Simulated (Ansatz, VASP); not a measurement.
Si in VASP and in Ansatz

The input INCAR:

```
SYSTEM = Si
PREC = Accurate ; ENCUT = 520
EDIFF = 1E-6 ; ISMEAR = 0
SIGMA = 0.15 ; LREAL = .FALSE.
LASPH = .TRUE. ; NELM = 60
ALGO = Normal ; ISIF = 2
LWAVE = .FALSE. ; LCHARG = .FALSE.
GGA = PE ; IVDW = 12
NBANDS = 8
```

The input KPOINTS:

```
Automatic mesh
0
G
  28 28 28
  0 0 0
```

The input POSCAR:

```
Si
1.0
    0.0071269517      1.9005204435      1.9005204435
    1.9005204435      0.0071269517      1.9005204435
    1.9076473952      1.9076473952      0.0000000000
Si
1
Direct
    0.0000000000      0.0000000000      0.0000000000
```

Input for Ansatz:

```yaml
crystal:
  lattice:
    - [0.0071269517, 1.9005204435, 1.9005204435]
    - [1.9005204435, 0.0071269517, 1.9005204435]
    - [1.9076473952, 1.9076473952, 0.0]
  atoms:
    - { symbol: Si, position: [0.0, 0.0, 0.0] }
basis:
  ecutwfc: 420
kpoints:
  mp_grid: { grid: [28, 28, 28] }
hamiltonian:
  xc: pbe
  dispersion: d3bj
scf:
  occupations: { method: gaussian, width: 0.15 }
output:
  forces: true
  stress: true
  eigenvalues: true
```

Change from the starting cell: strain +0.0075 x Voigt [0, 0, 0, 0, 0, 1], atoms carried along.

Alike in both runs: task single point; functional PBE; dispersion D3(BJ); k mesh 28 × 28 × 28; occupations gaussian, width 0.15 eV; no spin polarisation.

|  | VASP | Ansatz |
| --- | --- | --- |
| version | VASP 6.6.1 | Ansatz 0.2.0 |
| potentials or method | VASP PAW PBE potentials, release 64 (Si), cutoff 520 eV | scalar-relativistic, plane waves, PAW |
| valence electrons in the cell | 4 | 4 |

Ansatz gave:

| Quantity | Value |
| --- | --- |
| gap on the k mesh at the Fermi level (eV) | none |
| pressure (GPa) | -0.6 |
| traceless stress, the component that is largest in VASP (GPa) | -0.24 |

Which values does VASP return?

gap on the k mesh at the Fermi level (eV): none; pressure (GPa): -0.7; traceless stress, the component that is largest in VASP (GPa): -0.23.

A gap of «none» marks a metal or a gap that the smearing closes.
